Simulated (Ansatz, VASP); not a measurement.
## One calculation of Sc, two programs

Contents of INCAR:

```
SYSTEM = Sc
ALGO = Normal
EDIFF = 1E-6
ENCUT = 520
GGA = PE
ISIF = 2
ISMEAR = 0
LASPH = .True.
LCHARG = .False.
LREAL = .False.
LWAVE = .False.
NBANDS = 12
NELM = 80
PREC = Accurate
SIGMA = 0.1
```

Contents of KPOINTS:

```
k-points
0
Gamma
  16 16 16
  0 0 0
```

POSCAR

```
Sc
1.0
    0.0000000000      2.2767438750      2.2767438750
    2.2767438750      0.0000000000      2.2767438750
    2.2767438750      2.2767438750      0.0000000000
Sc
1
Direct
    0.0000000000      0.0000000000      0.0000000000
```

Input for Ansatz:

```yaml
crystal:
  lattice:
    - [0.0, 2.276743875, 2.276743875]
    - [2.276743875, 0.0, 2.276743875]
    - [2.276743875, 2.276743875, 0.0]
  atoms:
    - { symbol: Sc, position: [0.0, 0.0, 0.0] }
basis:
  ecutwfc: 420
kpoints:
  mp_grid: { grid: [16, 16, 16] }
hamiltonian:
  xc: pbe
scf:
  occupations: { method: gaussian, width: 0.1 }
output:
  forces: true
  stress: true
  eigenvalues: true
```

Alike in both runs: task single point; functional PBE; k mesh 16 × 16 × 16; occupations gaussian, width 0.1 eV; no spin polarisation.

|  | VASP | Ansatz |
| --- | --- | --- |
| version | VASP 6.6.1 | Ansatz 0.2.0 |
| potentials or method | VASP PAW PBE potentials, release 64 (Sc_sv), cutoff 520 eV | scalar-relativistic, plane waves, PAW |
| valence electrons in the cell | 11 | 11 |

|  | VASP | Ansatz | Ansatz less VASP |
| --- | --- | --- | --- |
| gap on the k mesh at the Fermi level (eV) | none | none | - |
| pressure (GPa) | 2.4 | 2.4 | -0.03 |

A gap of «none» marks a metal or a gap that the smearing closes.
